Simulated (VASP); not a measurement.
# In3Se (Pm-3m) in VASP: a series of runs, part 2 of 2

VASP 6.6.1. The steps go on from the part before.

### Step 3. Single point, PBEsol+D3(BJ)

This run uses another cell than the first one, of 24.14 Å³/atom, 0.871 times its volume.

INCAR reads:

```
SYSTEM = In3Se
  PREC = Accurate
  ENCUT = 520
  EDIFF = 1E-6
  ISMEAR = 0
  SIGMA = 0.1
  LREAL = .FALSE.
  LASPH = .TRUE.
  NELM = 60
  ALGO = Normal
  ISIF = 2
  LWAVE = .FALSE.
  LCHARG = .TRUE.
  GGA = PS
  IVDW = 12
  LELF = .TRUE.
  LVHAR = .TRUE.
  NBANDS = 30
```

KPOINTS reads:

```
regular mesh
0
G
  10 10 10
  0 0 0
```

POSCAR reads:

```
In3Se
1.0
    4.5878539247      0.0000000000      0.0000000000
    0.0000000000      4.5878539247      0.0000000000
    0.0000000000      0.0000000000      4.5878539247
In Se
3 1
Direct
    0.0000000000      0.5000000000      0.5000000000
    0.5000000000      0.0000000000      0.5000000000
    0.5000000000      0.5000000000      0.0000000000
    0.0000000000      0.0000000000      0.0000000000
```

Potentials or basis: VASP PAW PBE potentials, release 64 (In_d, Se).

Started as:

```bash
> cat potpaw_PBE.64/In_d/POTCAR potpaw_PBE.64/Se/POTCAR > POTCAR
> mpirun -np 1 vasp_std > vasp.out
```

OUTCAR:

```text
SYSTEM = In3Se
   PREC = Accurate
   ENCUT = 520
   EDIFF = 1E-6
   ISMEAR = 0
   LREAL = .FALSE.
   LASPH = .TRUE.
   NELM = 60
   ISIF = 2
   GGA = PS
   IVDW = 12
 IVDW          = 12

 ion  position               nearest neighbor table
   1  0.000  0.500  0.500-   2 3.24   3 3.24   4 3.24   3 3.24   4 3.24   2 3.24   4 3.24   4 3.24
                             2 3.24   3 3.24   3 3.24   2 3.24
   2  0.500  0.000  0.500-   1 3.24   3 3.24   4 3.24   3 3.24   4 3.24   1 3.24   3 3.24   3 3.24
                             1 3.24   4 3.24   4 3.24   1 3.24
   3  0.500  0.500  0.000-   1 3.24   2 3.24   4 3.24   1 3.24   2 3.24   2 3.24   4 3.24   2 3.24
                             1 3.24   4 3.24   1 3.24   4 3.24
   4  0.000  0.000  0.000-   1 3.24   2 3.24   3 3.24   1 3.24   2 3.24   1 3.24   3 3.24   1 3.24
                             2 3.24   3 3.24   2 3.24   3 3.24

  LATTYP: Found a simple cubic cell.
 ALAT       =     4.5878539247

  Lattice vectors:

 A1 = (   4.5878539247,   0.0000000000,   0.0000000000)
 A2 = (   0.0000000000,   4.5878539247,   0.0000000000)
 A3 = (   0.0000000000,   0.0000000000,   4.5878539247)

Analysis of symmetry for initial positions (statically):
=====================================================================
 Subroutine PRICEL returns:
 Original cell was already a primitive cell.

 Routine SETGRP: Setting up the symmetry group for a
 simple cubic supercell.

 Subroutine GETGRP returns: Found 48 space group operations
[... 9 lines left out ...]

 Routine SETGRP: Setting up the symmetry group for a
 simple cubic supercell.

 Subroutine GETGRP returns: Found 48 space group operations
[... 11 lines left out ...]
                                     Primitive cell

  volume of cell :      96.5670

  direct lattice vectors                    reciprocal lattice vectors
     4.587853925  0.000000000  0.000000000     0.217966835  0.000000000  0.000000000
     0.000000000  4.587853925  0.000000000     0.000000000  0.217966835  0.000000000
     0.000000000  0.000000000  4.587853925     0.000000000  0.000000000  0.217966835

  length of vectors
     4.587853925  4.587853925  4.587853925     0.217966835  0.217966835  0.217966835

[... 105 lines left out ...]
  volume/ion in A,a.u.               =      24.14       162.92
  Fermi-wavevector in a.u.,A,eV,Ry     =   1.269218  2.398473 21.917806  1.610913
  Thomas-Fermi vector in A             =   2.402271
   LORBIT       =      0    0 simple, 1 ext, 2 COOP (PROOUT), +10 PAW based schemes
   GGA     = PS    functional components
   LHFCALC =     F    Hartree Fock is set to
   AEXX    =    0.0000 exact exchange contribution
   IVDW    =    12    specifies the selected vdW correction
   LEPSILON=     F    determine dielectric tensor
   LRPA    =     F    only Hartree local field effects (RPA)
 non-spin polarized calculation
 Gauss-broadening in eV      SIGMA  =   0.10
  energy-cutoff  :      520.00
  volume of cell :       96.57
 maximum number of plane-waves:      2624
 NGX is ok and might be reduce to    36

 number of electron      44.9999975 magnetization

 Free energy of the ion-electron system (eV)
  ---------------------------------------------------
  ext. energy  EPLUGINS =         0.00000000
  ---------------------------------------------------
  free energy    TOTEN  =       -13.20571992 eV

  energy without entropy =      -13.19570066  energy(sigma->0) =      -13.20071029

 E-fermi :   7.2568     XC(G=0): -10.5490

 val. band max:        7.2009023998   @ k =   0.3000   0.2000   0.1000
 cond. band min:       7.2758075311   @ k =   0.4000   0.1000   0.0000
 fundamental gap:      0.0749051313
 Fermi energy:         7.2567779812

 k-point     1 :       0.0000    0.0000    0.0000
  band No.  band energies     occupation
      1      -7.6013      2.00000
      2      -7.5444      2.00000
      3      -7.5444      2.00000
      4      -7.5444      2.00000
      5      -7.3793      2.00000
      6      -7.3793      2.00000
[... 781 lines left out ...]
     29      12.6645      0.00000
     30      14.7106      0.00000

 [... further k-points ...]

------------------------ aborting loop because EDIFF is reached ----------------------------------------

 Edisp (eV)   -1.47992

 E8    (eV) :    -1.0419

  FORCE on cell =-STRESS in cart. coord.  units (eV):
  Direction    XX          YY          ZZ          XY          YZ          ZX
  --------------------------------------------------------------------------------------
  -------------------------------------------------------------------------------------
  Total      -0.01386    -0.01386    -0.01386    -0.00000     0.00000    -0.00000
  in kB      -0.23001    -0.23001    -0.23001    -0.00000     0.00000    -0.00000
  external pressure =       -0.23 kB  Pullay stress =        0.00 kB

 VOLUME and BASIS-vectors are now :
 -----------------------------------------------------------------------------
  energy-cutoff  :      520.00
  volume of cell :       96.57
      direct lattice vectors                 reciprocal lattice vectors
     4.587853925  0.000000000  0.000000000     0.217966835  0.000000000  0.000000000
     0.000000000  4.587853925  0.000000000     0.000000000  0.217966835  0.000000000
     0.000000000  0.000000000  4.587853925     0.000000000  0.000000000  0.217966835

 POSITION                                       TOTAL-FORCE (eV/Angst)
 -----------------------------------------------------------------------------------
      0.00000      2.29393      2.29393         0.000000      0.000000      0.000000
      2.29393      0.00000      2.29393         0.000000      0.000000      0.000000
      2.29393      2.29393      0.00000         0.000000      0.000000      0.000000
      0.00000      0.00000      0.00000         0.000000      0.000000      0.000000
 -----------------------------------------------------------------------------------
    total drift:                                0.000000      0.000000      0.000000

  FREE ENERGIE OF THE ION-ELECTRON SYSTEM (eV)
  ---------------------------------------------------
  free  energy   TOTEN  =       -14.6856366908 eV

  energy  without entropy=      -14.6756174351  energy(sigma->0) =      -14.68062706
```

OSZICAR:

```text
N       E                     dE             d eps       ncg     rms          rms(c)
DAV:   1     0.411327812757E+03    0.41133E+03   -0.21411E+04  3360   0.196E+03
DAV:   2     0.291386832327E+02   -0.38219E+03   -0.37346E+03  3360   0.457E+02
DAV:   3    -0.115966346070E+02   -0.40735E+02   -0.39444E+02  4164   0.163E+02
DAV:   4    -0.133814164159E+02   -0.17848E+01   -0.17792E+01  3926   0.359E+01
DAV:   5    -0.134561933188E+02   -0.74777E-01   -0.74771E-01  4852   0.630E+00    0.514E+00
DAV:   6    -0.132235166052E+02    0.23268E+00   -0.63845E-01  4490   0.980E+00    0.300E+00
DAV:   7    -0.132102755033E+02    0.13241E-01   -0.12761E-01  4616   0.258E+00    0.945E-01
DAV:   8    -0.132063116555E+02    0.39638E-02   -0.10726E-02  4852   0.714E-01    0.294E-01
DAV:   9    -0.132057444538E+02    0.56720E-03   -0.22260E-03  4920   0.332E-01    0.131E-01
DAV:  10    -0.132057196960E+02    0.24758E-04   -0.26214E-04  4850   0.186E-01    0.549E-02
DAV:  11    -0.132057230333E+02   -0.33373E-05   -0.59832E-05  5150   0.492E-02    0.125E-02
DAV:  12    -0.132057200329E+02    0.30005E-05   -0.69868E-06  4524   0.335E-02    0.671E-03
DAV:  13    -0.132057199152E+02    0.11770E-06   -0.67543E-07  2412   0.420E-03
   1 F= -.14685637E+02 E0= -.14680627E+02  d E =-.100193E-01
```

stdout:

```text
POSCAR found type information on POSCAR InSe
 POSCAR found :  2 types and       4 ions
 scaLAPACK will be used
 -----------------------------------------------------------------------------
|                                                                             |
|                                                                             |
|     You enforced a specific xc type in the INCAR file but a different       |
|     I HOPE YOU KNOW WHAT YOU ARE DOING!                                     |
|                                                                             |
 -----------------------------------------------------------------------------

 LDA part: xc-table for (Slater+PW92), standard interpolation
 POSCAR, INCAR and KPOINTS ok, starting setup
 FFT: planning ... GRIDC
 FFT: planning ... GRID_SOFT
 FFT: planning ... GRID
 WAVECAR not read
 entering main loop
```

Wall time 2 min (1 thread of Intel Xeon Platinum 8259CL at 2.50GHz (Skylake/Cascade Lake), shared host); peak memory 0.3 GiB.

Results:

```
Free energy                : -14.6856 eV
Pressure                   : 0.0 GPa
Dispersion energy per atom : -0.370 eV
```

Caveat: the PAW data sets were made with another functional, which shifts forces and pressure a little; spin-orbit coupling is left out, which moves the levels of the heavy elements; pairwise dispersion overbinds metals, which lowers pressure and volume.

### Step 4. Single point, PBEsol+D3(BJ)

This run uses another cell than the first one, of 24.28 Å³/atom, 0.876 times its volume.

INCAR reads:

```
SYSTEM = In3Se
ALGO = Normal
EDIFF = 1E-6
ENCUT = 520
GGA = PS
ISIF = 2
ISMEAR = 0
IVDW = 12
LASPH = .TRUE.
LCHARG = .TRUE.
LELF = .TRUE.
LREAL = .FALSE.
LVHAR = .TRUE.
LWAVE = .FALSE.
NBANDS = 30
NELM = 80
PREC = Accurate
SIGMA = 0.1
```

KPOINTS reads:

```
k-points
0
G
  10 10 10
  0 0 0
```

POSCAR reads:

```
In3Se
1.0
    4.5964425960      0.0000000000      0.0000000000
    0.0000000000      4.5964425960      0.0000000000
    0.0000000000      0.0000000000      4.5964425960
In Se
3 1
Direct
    0.0000000000      0.5000000000      0.5000000000
    0.5000000000      0.0000000000      0.5000000000
    0.5000000000      0.5000000000      0.0000000000
    0.0000000000      0.0000000000      0.0000000000
```

Started as:

```bash
> cat potpaw_PBE.64/In_d/POTCAR potpaw_PBE.64/Se/POTCAR > POTCAR
> mpirun -np 1 vasp_std > vasp.out
```

Wall time 1.9 min (1 thread of Intel Xeon Platinum 8259CL at 2.50GHz (Skylake/Cascade Lake), shared host); peak memory 0.29 GiB.

Results (log left out):

```
Free energy                : -14.6853 eV
Pressure                   : -0.3 GPa
Dispersion energy per atom : -0.368 eV
```

Levels at points of the mesh, in eV from the Fermi level:
| k point | band 18 | band 19 | band 20 | band 21 | band 22 | band 23 | band 24 | band 25 | band 26 | band 27 |
| --- | --- | --- | --- | --- | --- | --- | --- | --- | --- | --- |
| (0.00, 0.00, 0.00) | -3.80 | -3.80 | -3.80 | -1.98 | -1.98 | 1.25 | 1.25 | 1.25 | 4.53 | 4.53 |
| (0.50, 0.00, 0.00) | -5.08 | -2.81 | -2.81 | -1.20 | -1.10 | -0.27 | -0.27 | 1.22 | 4.19 | 4.19 |
| (0.50, 0.50, 0.00) | -6.46 | -6.15 | -2.21 | -1.03 | -0.47 | -0.47 | 1.74 | 1.76 | 1.76 | 2.05 |
| (0.50, 0.50, 0.50) | -4.86 | -4.86 | -4.41 | -4.41 | -4.41 | -3.68 | 3.48 | 3.48 | 3.48 | 8.83 |

Caveat: three body term missing; the PAW data sets were made with another functional, which shifts forces and pressure a little; spin-orbit coupling is left out, which moves the levels of the heavy elements; pairwise dispersion overbinds metals, which lowers pressure and volume.

### Step 5. Single point, LDA

This run uses another cell than the first one, of 24.52 Å³/atom, 0.885 times its volume.

INCAR reads:

```
SYSTEM = In3Se
  PREC = Accurate
  ENCUT = 520
  EDIFF = 1E-6
  ISMEAR = 0
  SIGMA = 0.1
  LREAL = .False.
  LASPH = .True.
  NELM = 100
  ALGO = Normal
  ISIF = 2
  LWAVE = .False.
  LCHARG = .True.
  GGA = CA
  LELF = .True.
  LVHAR = .True.
  NBANDS = 30
```

KPOINTS reads:

```
regular mesh
0
Gamma
  10 10 10
  0 0 0
```

POSCAR reads:

```
In3Se
1.0
    4.6117897824      0.0000000000      0.0000000000
    0.0000000000      4.6117897824      0.0000000000
    0.0000000000      0.0000000000      4.6117897824
In Se
3 1
Direct
    0.0000000000      0.5000000000      0.5000000000
    0.5000000000      0.0000000000      0.5000000000
    0.5000000000      0.5000000000      0.0000000000
    0.0000000000      0.0000000000      0.0000000000
```

Potentials or basis: VASP PAW LDA potentials, release 64 (In_d, Se).

Started as:

```bash
> cat potpaw_LDA.64/In_d/POTCAR potpaw_LDA.64/Se/POTCAR > POTCAR
> mpirun -np 1 vasp_std > vasp.out
```

Wall time 2.3 min (1 thread of Intel Xeon Platinum 8259CL at 2.50GHz (Skylake/Cascade Lake), shared host); peak memory 0.26 GiB.

The run converged. Its results:

```yaml
Free_energy: -14.2170 eV
Pressure: 0.0 GPa
```

Levels at points of the mesh, in eV from the Fermi level:
```
           k point  band 19  band 20  band 21  band 22  band 23  band 24  band 25  band 26
(0.00, 0.00, 0.00)    -3.71    -3.71    -2.05    -2.05     1.24     1.24     1.24     4.46
(0.50, 0.00, 0.00)    -2.73    -2.73    -1.33    -1.05    -0.24    -0.24     1.28     4.14
(0.50, 0.50, 0.00)    -6.12    -2.13    -1.00    -0.50    -0.50     1.69     1.77     1.77
(0.50, 0.50, 0.50)    -4.74    -4.44    -4.44    -4.44    -3.60     3.43     3.43     3.43
```

Caveat: spin-orbit coupling is left out, which moves the levels of the heavy elements.

### Step 6. Summary

```tsv
level	potentials or basis	cell	smearing	gap on the mesh (eV)	pressure (GPa)
PBEsol	VASP PAW PBE potentials, release 64 (In_d, Se)	a = 4.804 Å, 4 atoms	tetrahedron	none	-3.0
PBEsol+D3(BJ)	VASP PAW PBE potentials, release 64 (In_d, Se)	a = 4.588 Å, 4 atoms	gaussian 0.1 eV	none	0.0
PBEsol+D3(BJ)	VASP PAW PBE potentials, release 64 (In_d, Se)	a = 4.596 Å, 4 atoms	gaussian 0.1 eV	none	-0.3
LDA	VASP PAW LDA potentials, release 64 (In_d, Se)	a = 4.612 Å, 4 atoms	gaussian 0.1 eV	none	0.0
```

Alike in all rows: task single point; no spin polarisation; k mesh 10 × 10 × 10; cutoff (eV) 520.

Caveats: spin-orbit coupling is left out, which moves the levels of the heavy elements; the PAW data sets were made with another functional, which shifts forces and pressure a little (some runs); pairwise dispersion overbinds metals, which lowers pressure and volume (some runs); three body term missing (some runs).

Total energies depend on the potentials used, so only differences within one code and one set of settings carry meaning.
